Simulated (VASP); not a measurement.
Write the native input for VASP 6.6.1 that does the following.

```yaml
Task: relaxation of cell and atoms
Functional: LDA
Potentials_or_basis: VASP PAW LDA potentials, release 64 (Li_sv, F)
Cutoff: 600 eV
k_mesh: 10 × 10 × 10
Occupations: fermi-dirac, width 0.02 eV
Spin: no spin polarisation
Dipole_correction: no
Further_INCAR_settings: ALGO = Normal; EDIFF = 1e-06; IBRION = 2; EDIFFG = -0.005; NSW = 80; ISIF = 3
```

The structure of LiF lies in POSCAR:

```
LiF
1.0
    0.0000000000      2.1819030187      2.1819030187
    2.1819030187      0.0000000000      2.1819030187
    2.1819030187      2.1819030187      0.0000000000
Li F
1 1
Direct
    0.0000000000      0.0000000000      0.0000000000
    0.2500000000      0.2500000000      0.2500000000
```

The input as run:

INCAR

```
  ALGO = Normal
  EDIFF = 1E-6
  EDIFFG = -0.005
  ENCUT = 600
  GGA = CA
  IBRION = 2
  ISIF = 3
  ISMEAR = -1
  LASPH = T
  LCHARG = F
  LREAL = F
  LWAVE = F
  NELM = 80
  NSW = 80
  PREC = Accurate
  SIGMA = 0.02
```

KPOINTS

```
k-points
0
Gamma
  10 10 10
```

Potentials or basis: VASP PAW LDA potentials, release 64 (Li_sv, F).

The run is started by

```console
$ cat potpaw_LDA.64/Li_sv/POTCAR potpaw_LDA.64/F/POTCAR > POTCAR
$ mpirun -np 1 vasp_std > vasp.out
```

Results of the run:

| Item | Value |
| --- | --- |
| Relaxed volume | 9.20 Å³/atom |
| Relaxed cell | a = 2.963 Å, b = 2.963 Å, c = 2.963 Å, α = 60.00°, β = 60.00°, γ = 60.00° |
| Space group after relaxing (to 0.05 Å) | F-43m (No. 216) |
| Energy gained by relaxing | 25.2 meV/atom |
| Ionic steps | 4 |
| Pressure after relaxing | 0.0 GPa |
| Band gap on the k mesh | 8.00 eV, direct |

Caveat: the cutoff is under 1.25 times the usual one of these potentials, so pressure, stress and relaxed cells hold a basis-set (Pulay) error.

Wall time 53 s on 1 thread of Intel(R) Xeon(R) Platinum 8375C CPU @ 2.90GHz (Ice Lake) (shared host), peak memory 0.14 GiB.
